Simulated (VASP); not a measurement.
# PbO (P-6m2) in VASP: notebook

PbO is run at these levels: r2SCAN; tasks: relaxation of shape and atoms at fixed volume.

All numbers are computed with VASP 6.6.1; they aren't measurements. Logs are shortened: lines on timing, memory, paths and dates and some standing lists are left out, and cuts for length are marked.

## 1. The cell of the first run

It takes space group P-6m2 (No. 187, hexagonal). The conventional cell has a = 3.502 Å, b = 3.502 Å, c = 3.245 Å, α = 90.00°, β = 90.00°, γ = 120.00°. Within 3.6 Å of Pb (site symmetry -6m2) lie 6 O at 2.59 Å and 8 Pb at 3.25 to 3.50 Å. O (site symmetry -6m2) has 6 Pb at 2.59 Å and 8 O at 3.25 to 3.50 Å within 3.6 Å.

## 2. Relaxation of shape and atoms at fixed volume, r2SCAN (17.24 Å³/atom)

File POSCAR:

```
PbO
1.0
    3.5024094383      0.0000000000      0.0000000000
   -1.7512047191      3.0331755480      0.0000000000
    0.0000000000      0.0000000000      3.2451367307
Pb O
1 1
Direct
    0.0000000000      0.0000000000      0.0000000000
    0.6666666667      0.3333333333      0.5000000000
```

File INCAR.step1:

```
PREC = Accurate
ENCUT = 600
ISMEAR = 0
SIGMA = 0.05
LREAL = F
LASPH = T
NELM = 60
GGA = PE
ALGO = Normal
EDIFF = 1E-4
LWAVE = T
LCHARG = F
```

File INCAR.step2:

```
PREC = Accurate
ENCUT = 600
EDIFF = 1E-6
ISMEAR = 0
SIGMA = 0.05
LREAL = F
LASPH = T
NELM = 60
ALGO = Normal
ISIF = 4
LWAVE = F
LCHARG = F
METAGGA = R2SCAN
LMIXTAU = T
IBRION = 2
NSW = 60
EDIFFG = -0.01
ISTART = 1
```

File KPOINTS:

```
regular mesh
0
Gamma
  12 12 10
```

Potentials or basis: VASP PAW PBE potentials, release 64 (Pb_d, O).

Started as:

```console
cat potpaw_PBE.64/Pb_d/POTCAR potpaw_PBE.64/O/POTCAR > POTCAR
cp INCAR.step1 INCAR
mpirun -np 1 vasp_std > vasp.out
cp INCAR.step2 INCAR
mpirun -np 1 vasp_std > vasp.out
```

OUTCAR:

```text
PREC = Accurate
   ENCUT = 600
   EDIFF = 1E-6
   ISMEAR = 0
   LREAL = F
   LASPH = T
   NELM = 60
   ISIF = 4
   METAGGA = R2SCAN
   IBRION = 2
   NSW = 60
   EDIFFG = -0.01
   ISTART = 1

 ion  position               nearest neighbor table
   1  0.000  0.000  0.000-   2 2.59   2 2.59   2 2.59   2 2.59   2 2.59   2 2.59
   2  0.667  0.333  0.500-   1 2.59   1 2.59   1 2.59   1 2.59   1 2.59   1 2.59

  LATTYP: Found a hexagonal cell.
 ALAT       =     3.5024094383
 C/A-ratio  =     0.9265440800

  Lattice vectors:

 A1 = (   3.5024094383,   0.0000000000,   0.0000000000)
 A2 = (  -1.7512047191,   3.0331755480,   0.0000000000)
 A3 = (   0.0000000000,   0.0000000000,   3.2451367307)

Analysis of symmetry for initial positions (statically):
=====================================================================
 Subroutine PRICEL returns:
 Original cell was already a primitive cell.

 Routine SETGRP: Setting up the symmetry group for a
 hexagonal supercell.

 Subroutine GETGRP returns: Found 12 space group operations
 (whereof 12 operations were pure point group operations)
 out of a pool of 24 trial point group operations.

The static configuration has the point symmetry D_3h.

Analysis of symmetry for dynamics (positions and initial velocities):
=====================================================================
 Subroutine PRICEL returns:
 Original cell was already a primitive cell.

 Routine SETGRP: Setting up the symmetry group for a
 hexagonal supercell.

 Subroutine GETGRP returns: Found 12 space group operations
 (whereof 12 operations were pure point group operations)
 out of a pool of 24 trial point group operations.

The dynamic configuration has the point symmetry D_3h.

 Subroutine INISYM returns: Found 12 space group operations
 (whereof 12 operations are pure point group operations),
 and found     1 'primitive' translations

----------------------------------------------------------------------------------------

                                     Primitive cell

  volume of cell :      34.4745

  direct lattice vectors                    reciprocal lattice vectors
     3.502409438  0.000000000  0.000000000     0.285517732  0.164843740  0.000000000
    -1.751204719  3.033175548  0.000000000     0.000000000  0.329687479  0.000000000
     0.000000000  0.000000000  3.245136731     0.000000000  0.000000000  0.308153426

  length of vectors
     3.502409438  3.502409438  3.245136731     0.329687479  0.329687479  0.308153426

  position of ions in fractional coordinates (direct lattice)
     0.000000000  0.000000000  0.000000000
     0.666666667  0.333333333  0.500000000

  ion indices of the primitive-cell ions
   primitive index   ion index
                 1           1
                 2           2

----------------------------------------------------------------------------------------

 KPOINTS: regular mesh

Automatic generation of k-mesh.
 Grid dimensions read from file:
 generate k-points for:   12   12   10

 Generating k-lattice:

  Cartesian coordinates                     Fractional coordinates (reciprocal lattice)
     0.023793144  0.013736978  0.000000000     0.083333333  0.000000000  0.000000000
     0.000000000  0.027473957  0.000000000     0.000000000  0.083333333  0.000000000
     0.000000000  0.000000000  0.030815343     0.000000000  0.000000000  0.100000000

  Length of vectors
     0.027473957  0.027473957  0.030815343

  Shift w.r.t. Gamma in fractional coordinates (k-lattice)
     0.000000000  0.000000000  0.000000000

 Subroutine IBZKPT returns following result:
 ===========================================

 Found    114 irreducible k-points:

 Following reciprocal coordinates:
            Coordinates               Weight
  0.000000  0.000000  0.000000      1.000000
  0.083333 -0.000000  0.000000      6.000000
  0.166667 -0.000000  0.000000      6.000000
  0.250000 -0.000000  0.000000      6.000000
  0.333333 -0.000000  0.000000      6.000000
  0.416667  0.000000  0.000000      6.000000
[... 16 lines left out ...]
  0.250000 -0.000000  0.100000     12.000000
  0.333333 -0.000000  0.100000     12.000000
 [... further k-points ...]
   k-points           NKPTS =    114   k-points in BZ     NKDIM =    114   number of bands    NBANDS=     14
   number of dos      NEDOS =    301   number of ions     NIONS =      2
   total plane-waves  NPLWV =  21952
   dimension x,y,z NGX =    28 NGY =   28 NGZ =   28
   dimension x,y,z NGXF=    56 NGYF=   56 NGZF=   56
   ions per type =               1   1
   NGX,Y,Z   is equivalent  to a cutoff of  13.29, 13.29, 14.34 a.u.
   NGXF,Y,Z  is equivalent  to a cutoff of  26.58, 26.58, 28.69 a.u.
 SYSTEM =  unknown system
   PREC   = accura    normal or accurate (medium, high low for compatibility)
   ISTART =      1    job   : 0-new  1-cont  2-samecut
   ICHARG =      0    charge: 1-file 2-atom 10-const
   ISPIN  =      1    spin polarized calculation?
   LNONCOLLINEAR =      F non collinear calculations
   LSORBIT =      F    spin-orbit coupling
   LASPH  =      T    aspherical Exc in radial PAW
   ENCUT  =  600.0 eV  44.10 Ry    6.64 a.u.   7.00  7.00  6.48*2*pi/ulx,y,z
   NELM   =     60;   NELMIN=  2; NELMDL=  0     # of ELM steps
   EDIFF  = 0.1E-05   stopping-criterion for ELM
   LREAL  =      F    real-space projection
   EDIFFG = -.1E-01   stopping-criterion for IOM
   NSW    =     60    number of steps for IOM
   IBRION =      2    ionic relax: 0-MD 1-quasi-New 2-CG
   NFREE  =      1    steps in history (QN), initial steepest desc. (CG)
   ISIF   =      4    stress and relaxation
   ISYM   =      2    0-nonsym 1-usesym 2-fastsym
   POTIM  = 0.5000    time-step for ionic-motion
   TEBEG  =    0.0;   TEEND  =   0.0 temperature during run
   PSTRESS=    0.0 pullay stress
   NELECT =      20.0000    total number of electrons
   NUPDOWN=      -1.0000    fix difference up-down
   EMIN   =  10.00;   EMAX   =-10.00  energy-range for DOS
   EFERMI =   0.00;   METHOD = LEGACY
   ISMEAR =     0;   SIGMA  =   0.05  broadening in eV -4-tet -1-fermi 0-gaus
   EFERMI_NEDOS =   21; number of points for ismear=-14 and -15
   IALGO  =     38    algorithm
   IMIX   =      4    mixing-type and parameters
     AMIX     =   0.40;   BMIX     =  1.00
     AMIX_MAG =   1.60;   BMIX_MAG =  1.00
  volume/ion in A,a.u.               =      17.24       116.32
  Fermi-wavevector in a.u.,A,eV,Ry     =   1.365376  2.580187 25.364692  1.864252
  Thomas-Fermi vector in A             =   2.491610
   LORBIT       =      0    0 simple, 1 ext, 2 COOP (PROOUT), +10 PAW based schemes
   METAGGA = R2SCAN    functional components
   LHFCALC =     F    Hartree Fock is set to
   AEXX    =    0.0000 exact exchange contribution
   IVDW    =     0    specifies the selected vdW correction
   LEPSILON=     F    determine dielectric tensor
   LRPA    =     F    only Hartree local field effects (RPA)
 conjugate gradient relaxation of ions
 non-spin polarized calculation
 Gauss-broadening in eV      SIGMA  =   0.05
  energy-cutoff  :      600.00
  volume of cell :       34.47
 maximum number of plane-waves:      1167
 NGX is ok and might be reduce to    28
   NGX = 13   NGY = 13   NGZ = 13

--------------------------------------- Ionic step        1  -------------------------------------------

 number of electron      20.0000002 magnetization

 Free energy of the ion-electron system (eV)
  ---------------------------------------------------
  ext. energy  EPLUGINS =         0.00000000
  ---------------------------------------------------
  free energy    TOTEN  =       -64.07019574 eV

  energy without entropy =      -64.07019549  energy(sigma->0) =      -64.07019562

------------------------ aborting loop because EDIFF is reached ----------------------------------------

  FORCE on cell =-STRESS in cart. coord.  units (eV):
  Direction    XX          YY          ZZ          XY          YZ          ZX
  --------------------------------------------------------------------------------------
  -------------------------------------------------------------------------------------
  Total        0.4273757      0.4273757      0.5865990      0.0000000      0.0000000     -0.0000000
  in kB       19.8619999     19.8619999     27.2617953      0.0000000      0.0000000     -0.0000000
  external PRESSURE =      22.3285984 kB  Pullay stress =       0.0000000 kB
[... 57 lines left out ...]
  energy  without entropy=      -64.0704383958  energy(sigma->0) =      -64.07043843

--------------------------------------- Ionic step        3  -------------------------------------------

 number of electron      20.0000002 magnetization

 Free energy of the ion-electron system (eV)
  ---------------------------------------------------
  ext. energy  EPLUGINS =         0.00000000
  ---------------------------------------------------
  free energy    TOTEN  =       -64.07044825 eV

  energy without entropy =      -64.07044819  energy(sigma->0) =      -64.07044822

 E-fermi :   7.1556     XC(G=0): -11.4333

 val. band max:        7.0209305946   @ k =   0.3333   0.3333   0.0000
 cond. band min:       7.2842770528   @ k =   0.0000   0.0000   0.5000
 fundamental gap:      0.2633464582
 Fermi energy:         7.1555550311

 k-point     1 :       0.0000    0.0000    0.0000
  band No.  band energies     occupation
      1     -12.1591      2.00000
      2     -10.6976      2.00000
      3     -10.4992      2.00000
      4     -10.4992      2.00000
      5     -10.1805      2.00000
      6     -10.1805      2.00000
      7      -1.3207      2.00000
      8       3.9141      2.00000
      9       4.4708      2.00000
     10       4.4708      2.00000
     11      13.8497      0.00000
     12      13.8497      0.00000
     13      15.9014      0.00000
     14      16.5235      0.00000
[... 375 lines left out ...]
 k-point    24 :       0.3333   -0.0000    0.1000
  band No.  band energies     occupation
      1     -11.9058      2.00000
      2     -10.6081      2.00000
      3     -10.3688      2.00000
      4     -10.2987      2.00000
      5     -10.2186      2.00000
      6     -10.1181      2.00000
      7      -1.8062      2.00000
      8       3.7823      2.00000
      9       3.8353      2.00000
     10       5.4756      2.00000
     11       9.0865      0.00000
     12      13.8420      0.00000
     13      14.5267      0.00000
     14      16.6215      0.00000

 [... further k-points ...]

------------------------ aborting loop because EDIFF is reached ----------------------------------------

  FORCE on cell =-STRESS in cart. coord.  units (eV):
  Direction    XX          YY          ZZ          XY          YZ          ZX
  --------------------------------------------------------------------------------------
  -------------------------------------------------------------------------------------
  Total        0.4588480      0.4588480      0.4582187      0.0000000      0.0000000      0.0000000
  in kB       21.3246512     21.3246512     21.2954044      0.0000000      0.0000000      0.0000000
  external PRESSURE =      21.3149023 kB  Pullay stress =       0.0000000 kB
[... 17 lines left out ...]
  FREE ENERGIE OF THE ION-ELECTRON SYSTEM (eV)
  ---------------------------------------------------
  free  energy   TOTEN  =       -64.0704482488 eV

  energy  without entropy=      -64.0704481941  energy(sigma->0) =      -64.07044822

 reached required accuracy - stopping structural energy minimisation
```

It took 4.9 min on 1 thread of AMD EPYC 9R45 (Zen 5), shared host; peak memory 0.19 GiB.

What came out:

- Free energy: -64.0704 eV
- Energy gained by relaxing: 0.1 meV/atom
- Ionic steps: 3
- Pressure after relaxing: 2.1 GPa
- Band gap on the k mesh: 0.26 eV (least direct gap 0.38 eV)

The path:
```
step  energy change (eV)  largest force (eV/Å)  pressure (GPa)  volume (Å³)
   1              0.0000                0.0000            2.23        34.47
   2             -0.0002                0.0000            2.15        34.47
   3             -0.0003                0.0000            2.13        34.47
```

Final structure:
```yaml
crystal:
  lattice:
    - [3.49685, 0.00000, 0.00000]
    - [-1.74843, 3.02836, 0.00000]
    - [0.00000, 0.00000, 3.25546]
  atoms:
    - { symbol: Pb, position: [0.00000, 0.00000, 0.00000] }
    - { symbol: O, position: [0.66667, 0.33333, 0.50000] }
```

Caveat: the PAW data sets were made with another functional, which shifts forces and pressure a little; spin-orbit coupling is left out, which moves the levels of the heavy elements.

## 3. Relaxation of shape and atoms at fixed volume, r2SCAN (17.59 Å³/atom)

This run uses another cell than the first one, of 17.59 Å³/atom.

File POSCAR:

```
PbO
1.0
    3.5290965587      0.0000000000      0.0000000000
   -1.7645482794      3.0562872723      0.0000000000
    0.0000000000      0.0000000000      3.2614721264
Pb O
1 1
Direct
    0.0000000000      0.0000000000      0.0000000000
    0.6666666667      0.3333333333      0.5000000000
```

File INCAR.step1:

```
SYSTEM = PbO
PREC = Accurate ; ENCUT = 600
ISMEAR = 0 ; SIGMA = 0.05
LREAL = .FALSE. ; LASPH = .TRUE.
NELM = 100 ; GGA = PE
ALGO = Normal ; EDIFF = 1E-4
LWAVE = .TRUE. ; LCHARG = .FALSE.
```

File INCAR.step2:

```
SYSTEM = PbO
PREC = Accurate ; ENCUT = 600
EDIFF = 1E-6 ; ISMEAR = 0
SIGMA = 0.05 ; LREAL = .FALSE.
LASPH = .TRUE. ; NELM = 100
ALGO = Normal ; ISIF = 4
LWAVE = .FALSE. ; LCHARG = .FALSE.
METAGGA = R2SCAN ; LMIXTAU = .TRUE.
IBRION = 2 ; NSW = 60
EDIFFG = -0.01 ; ISTART = 1
```

File KPOINTS:

```
regular mesh
0
G
  12 12 10
  0 0 0
```

Potentials or basis: VASP PAW PBE potentials, release 64 (Pb_d, O).

Started as:

```console
cat potpaw_PBE.64/Pb_d/POTCAR potpaw_PBE.64/O/POTCAR > POTCAR
cp INCAR.step1 INCAR
mpirun -np 1 vasp_std > vasp.out
cp INCAR.step2 INCAR
mpirun -np 1 vasp_std > vasp.out
```

Run time: 3.5 min. Hardware: 1 thread of AMD EPYC 9R45 (Zen 5), shared host; peak memory 0.19 GiB.

It converged, with:

```
Free energy               : -64.0762 eV
Energy gained by relaxing : 0.1 meV/atom
Ionic steps               : 2
Pressure after relaxing   : 0.2 GPa
Band gap on the k mesh    : 0.26 eV (least direct gap 0.36 eV)
```

Stress tensor (GPa, compression positive):
```
0.12 0.00 0.00
0.00 0.12 0.00
0.00 0.00 0.22
```

Step by step:
```tsv
step	energy change (eV)	largest force (eV/Å)	pressure (GPa)	volume (Å³)
1	0.0000	0.0000	0.21	35.18
2	-0.0001	0.0000	0.16	35.18
```

Final structure:
```
CELL_PARAMETERS angstrom
3.52613 0.00000 0.00000
-1.76306 3.05371 0.00000
0.00000 0.00000 3.26697
ATOMIC_POSITIONS crystal
Pb 0.00000 0.00000 0.00000
O 0.66667 0.33333 0.50000
```

Levels at points of the mesh, in eV from the valence-band top:
| k point | band 6 | band 7 | band 8 | band 9 | band 10 | band 11 | band 12 | band 13 | band 14 |
| --- | --- | --- | --- | --- | --- | --- | --- | --- | --- |
| (0.00, 0.00, 0.00) | -17.16 | -8.30 | -2.94 | -2.45 | -2.45 | 6.71 | 6.71 | 8.82 | 9.54 |
| (0.50, 0.00, 0.00) | -17.06 | -8.98 | -3.36 | -2.16 | -2.12 | 1.37 | 6.77 | 8.28 | 8.99 |
| (0.00, 0.00, 0.50) | -17.29 | -9.70 | -2.14 | -2.14 | -0.10 | 0.26 | 8.26 | 8.26 | 13.12 |
| (0.50, 0.00, 0.50) | -16.54 | -6.58 | -4.73 | -4.40 | -2.25 | 3.01 | 3.75 | 5.13 | 8.71 |

Caveat: the PAW data sets were made with another functional, which shifts forces and pressure a little; spin-orbit coupling is left out, which moves the levels of the heavy elements. A k mesh can miss the band edges.

## 4. Relaxation of shape and atoms at fixed volume, r2SCAN (18.82 Å³/atom)

This run uses another cell than the first one, of 18.82 Å³/atom.

File POSCAR:

```
PbO
1.0
    3.6154477886      0.0000000000      0.0000000000
   -1.8077238943      3.1310696310      0.0000000000
    0.0000000000      0.0000000000      3.3250665567
Pb O
1 1
Direct
    0.0000000000      0.0000000000      0.0000000000
    0.6666666667      0.3333333333      0.5000000000
```

File INCAR.step1:

```
SYSTEM = PbO
  ALGO = Normal
  EDIFF = 1E-4
  ENCUT = 600
  GGA = PE
  ISMEAR = 0
  LASPH = .True.
  LCHARG = .False.
  LREAL = .False.
  LWAVE = .True.
  NELM = 100
  PREC = Accurate
  SIGMA = 0.05
```

File INCAR.step2:

```
SYSTEM = PbO
  ALGO = Normal
  EDIFF = 1E-6
  EDIFFG = -0.01
  ENCUT = 600
  IBRION = 2
  ISIF = 4
  ISMEAR = 0
  ISTART = 1
  LASPH = .True.
  LCHARG = .False.
  LMIXTAU = .True.
  LREAL = .False.
  LWAVE = .False.
  METAGGA = R2SCAN
  NELM = 100
  NSW = 60
  PREC = Accurate
  SIGMA = 0.05
```

File KPOINTS:

```
k-points
0
Gamma
  12 12 10
  0 0 0
```

Started as:

```console
cat potpaw_PBE.64/Pb_d/POTCAR potpaw_PBE.64/O/POTCAR > POTCAR
cp INCAR.step1 INCAR
mpirun -np 1 vasp_std > vasp.out
cp INCAR.step2 INCAR
mpirun -np 1 vasp_std > vasp.out
```

It took 3.8 min on 1 thread of Intel Xeon Platinum 8559C (Emerald Rapids), shared host; peak memory 0.22 GiB.

It converged, with:

* Free energy: -64.0364 eV
* Energy gained by relaxing: 0.1 meV/atom
* Ionic steps: 2
* Pressure after relaxing: -5.4 GPa
* Band gap on the k mesh: 0.28 eV (least direct gap 0.35 eV)

Stress tensor (GPa, compression positive):
```
-5.32  0.00  0.00
 0.00 -5.32  0.00
 0.00  0.00 -5.44
```

Step by step:
```
step  energy change (eV)  largest force (eV/Å)  pressure (GPa)  volume (Å³)
   1              0.0000                0.0000           -5.42        37.64
   2             -0.0002                0.0000           -5.36        37.64
```

Final structure:
```
CELL_PARAMETERS angstrom
3.61987 0.00000 0.00000
-1.80994 3.13490 0.00000
0.00000 0.00000 3.31694
ATOMIC_POSITIONS crystal
Pb 0.00000 0.00000 0.00000
O 0.66667 0.33333 0.50000
```

Levels at points of the mesh, in eV from the valence-band top:
```
           k point  band 6  band 7  band 8  band 9  band 10  band 11  band 12  band 13  band 14
(0.00, 0.00, 0.00)  -17.07   -8.17   -2.46   -2.11    -2.11     6.38     6.38     8.52     9.59
(0.50, 0.00, 0.00)  -16.92   -8.65   -2.95   -1.94    -1.78     1.46     6.46     8.06     8.93
(0.00, 0.00, 0.50)  -17.16   -9.19   -1.80   -1.80    -0.06     0.29     7.75     7.75    12.72
(0.50, 0.00, 0.50)  -16.45   -6.41   -4.21   -3.98    -1.92     3.03     3.61     5.01     8.63
```

Caveat: the PAW data sets were made with another functional, which shifts forces and pressure a little; spin-orbit coupling is left out, which moves the levels of the heavy elements.

## 5. The runs side by side

| cell | gap on the mesh (eV) | pressure (GPa) |
| --- | --- | --- |
| relaxed from a = 3.502, b = 3.502, c = 3.245 Å, angles 90.0, 90.0, 120.0°, 2 atoms | 0.26 | 2.1 |
| relaxed from a = 3.529, b = 3.529, c = 3.261 Å, angles 90.0, 90.0, 120.0°, 2 atoms | 0.26 | 0.2 |
| relaxed from a = 3.615, b = 3.615, c = 3.325 Å, angles 90.0, 90.0, 120.0°, 2 atoms | 0.28 | -5.4 |

Alike in all rows: task relaxation of shape and atoms at fixed volume; level r2SCAN; potentials or basis VASP PAW PBE potentials, release 64 (Pb_d, O); no spin polarisation; k mesh 12 × 12 × 10; cutoff (eV) 600; smearing gaussian 0.05 eV.

Caveats: the PAW data sets were made with another functional, which shifts forces and pressure a little; spin-orbit coupling is left out, which moves the levels of the heavy elements.

Absolute energies hang on the potentials; compare differences alone.
